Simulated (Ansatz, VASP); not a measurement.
## KTaO3: VASP beside Ansatz

```xyz
5
Lattice="4.0429 0.0000 0.0000 0.0000 4.0429 0.0000 0.0000 0.0000 3.8812" Properties=species:S:1:pos:R:3 pbc="T T T"
K     2.0215    2.0215    1.9406
Ta    0.0000    0.0000    0.0000
O     2.0215    0.0000    0.0000
O     0.0000    2.0215    0.0000
O     0.0000    0.0000    1.9406
```

Alike in both runs: task single point; functional r2SCAN; k mesh 6 × 6 × 6; occupations gaussian, width 0.05 eV; no spin polarisation.

|  | VASP | Ansatz |
| --- | --- | --- |
| version | VASP 6.6.1 | Ansatz 0.2.0 |
| potentials or method | VASP PAW PBE potentials, release 64 (K_sv, Ta_sv_GW, O), cutoff 660 eV | scalar-relativistic, plane waves, PAW |
| valence electrons in the cell | 40 | 40 |

Ansatz gave:

| Item | Value |
| --- | --- |
| gap on the k mesh at the Fermi level (eV) | 2.54 |
| least direct gap on the mesh (eV) | 3.19 |
| pressure (GPa) | 1.0 |
| traceless stress, the component that is largest in VASP (GPa) | 11.00 |

Task: Estimate VASP's values.

Result: gap on the k mesh at the Fermi level (eV): 2.53; least direct gap on the mesh (eV): 3.19; pressure (GPa): 1.0; traceless stress, the component that is largest in VASP (GPa): 11.18.

VASP's potentials were made for PBE, not for r2SCAN.

Spin-orbit coupling is off throughout.
